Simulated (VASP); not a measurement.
Set up this calculation in VASP 6.6.1, as the native input.

```
Task                   : single point
Functional             : LDA
Potentials or basis    : VASP PAW LDA potentials, release 64 (Mg)
Cutoff                 : 520 eV
k mesh                 : 18 × 18 × 10
Occupations            : gaussian, width 0.1 eV
Spin                   : no spin polarisation
Dipole correction      : no
Further INCAR settings : ALGO = Fast; EDIFF = 1e-06; NBANDS = 9
```

The structure of Mg lies in POSCAR:

```
Mg
1.0
    2.6692752458      0.0000000000      0.0000000000
   -1.3346376229      2.3116601725      0.0000000000
    0.0000000000      0.0000000000      4.3111442467
Mg
2
Direct
    0.3333333333      0.6666666667      0.2500000000
    0.6666666667      0.3333333333      0.7500000000
```

The input as run:

INCAR

```
ALGO     = Fast           # electronic algorithm
EDIFF    = 1E-6           # SCF threshold, eV
ENCUT    = 520            # plane-wave cutoff, eV
ISIF     = 2              # what is computed and relaxed
ISMEAR   = 0              # smearing method
LASPH    = True           # aspherical terms in the spheres
LCHARG   = False          # write CHGCAR
LREAL    = False          # projectors in reciprocal space
LWAVE    = False          # write WAVECAR
NBANDS   = 9              # bands
NELM     = 60             # most SCF steps
PREC     = Accurate       # precision mode
SIGMA    = 0.1            # smearing width, eV
```

KPOINTS

```
k-points
0
Gamma
  18 18 10
```

Potentials or basis: VASP PAW LDA potentials, release 64 (Mg).

Launch:

```bash
$ cat potpaw_LDA.64/Mg/POTCAR > POTCAR
$ mpirun -np 1 vasp_std > vasp.out
```

It gave:

The pressure is 50.4 GPa and the band gap on the k mesh is zero (band 2 reaches 7.02 eV, above the bottom of band 3 at 4.85 eV).

It took 13 s on 1 thread of Intel(R) Xeon(R) 6975P-C (Granite Rapids), on a shared host, peak memory 0.16 GiB.
